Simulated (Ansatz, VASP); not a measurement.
**Li: VASP beside Ansatz**

```
CELL_PARAMETERS angstrom
0.00000 2.16683 2.16683
2.16683 0.00000 2.16683
2.16683 2.16683 0.00000
ATOMIC_POSITIONS crystal
Li 0.00000 0.00000 0.00000
```

Alike in both runs: task single point; functional r2SCAN; k mesh 8 × 8 × 8; occupations gaussian, width 0.1 eV; no spin polarisation.

```csv
,VASP,Ansatz
version,VASP 6.6.1,Ansatz 0.2.0
potentials or method,"VASP PAW PBE potentials, release 64 (Li_sv), cutoff 830 eV","scalar-relativistic, plane waves, PAW"
valence electrons in the cell,3,3
```

|  | VASP | Ansatz | Ansatz less VASP |
| --- | --- | --- | --- |
| gap on the k mesh at the Fermi level (eV) | none | none | - |
| pressure (GPa) | 0.1 | 0.5 | +0.40 |

VASP's potentials were made for PBE, not for r2SCAN. A gap of «none» marks a metal or a gap that the smearing closes.
